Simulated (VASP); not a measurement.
Input of a VASP 6.6.1 run:

Contents of INCAR:

```
ALGO     = Fast           # electronic algorithm
EDIFF    = 1E-7           # SCF threshold, eV
EDIFFG   = -0.001         # ionic threshold
ENCUT    = 600            # plane-wave cutoff, eV
IBRION   = 2              # ionic algorithm
ISIF     = 3              # what is computed and relaxed
ISMEAR   = -1             # smearing method
LASPH    = True           # aspherical terms in the spheres
LCHARG   = False          # write CHGCAR
LREAL    = False          # projectors in reciprocal space
LWAVE    = False          # write WAVECAR
NELM     = 80             # most SCF steps
NSW      = 80             # ionic steps
PREC     = Accurate       # precision mode
PSTRESS  = 180.0        
SIGMA    = 0.15           # smearing width, eV
```

File KPOINTS:

```
k-points
0
Gamma
  20 20 20
```

Contents of POSCAR:

```
Ag
1.0
   -1.5672338851      1.5672338851      1.5672338851
    1.5672338851     -1.5672338851      1.5672338851
    1.5672338851      1.5672338851     -1.5672338851
Ag
1
Direct
    0.0000000000      0.0000000000      0.0000000000
```

Potentials or basis: VASP PAW LDA potentials, release 64 (Ag).

Command:

```console
$ cat potpaw_LDA.64/Ag/POTCAR > POTCAR
$ mpirun -np 1 vasp_std > vasp.out
```

(1) Predict the relaxed cell.

(2) Predict the space group after relaxing (to 0.05 Å).

## Answers

(1) a = 2.666 Å, b = 2.666 Å, c = 2.666 Å, α = 109.47°, β = 109.47°, γ = 109.47°.

(2) Im-3m (No. 229).

Caveat: the cell is relaxed towards a set pressure, so the enthalpy falls and the energy may rise.
